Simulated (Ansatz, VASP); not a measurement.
**WS2 in VASP and in Ansatz**

```xyz
3
Lattice="3.1835 0.0000 0.0000 -1.5918 2.7570 0.0000 0.0000 0.0000 16.9506" Properties=species:S:1:pos:R:3 pbc="T T T"
W     0.0000    0.0000    0.0000
S     0.0000    1.8380    1.5595
S     0.0000    1.8380   15.3911
```

Alike in both runs: task relaxation of cell and atoms; functional PBEsol; dispersion D3(BJ); k mesh 10 × 10 × 2; occupations fermi-dirac, width 0.05 eV; no spin polarisation.

|  | VASP | Ansatz |
| --- | --- | --- |
| version | VASP 6.6.1 | Ansatz 0.2.0 |
| potentials or method | VASP PAW PBE potentials, release 64 (W_sv, S) | Ansatz PAW |
| plane-wave cutoff (eV) | 600 | 420 |
| valence electrons in the cell | 26 | 26 |

Ansatz gave:

```
gap on the k mesh at the Fermi level, each at its own relaxed structure (eV) : 2.24
relaxed volume (Å³/atom)                                                     : 47.71
relaxed length of the cell vector where the two differ most in proportion (Å)              : 16.936
```

Problem. Which values does VASP return?

Solution. gap on the k mesh at the Fermi level, each at its own relaxed structure (eV): 2.24; relaxed volume (Å³/atom): 48.00; relaxed length of the cell vector where the two differ most in proportion (Å): 17.033.

VASP's potentials were made for PBE, not for PBEsol.

Neither program's run includes spin-orbit coupling. Noted on Ansatz's run: the plane-wave basis is chosen anew once the cell has moved, so the energies of steps on either side of that aren't comparable.
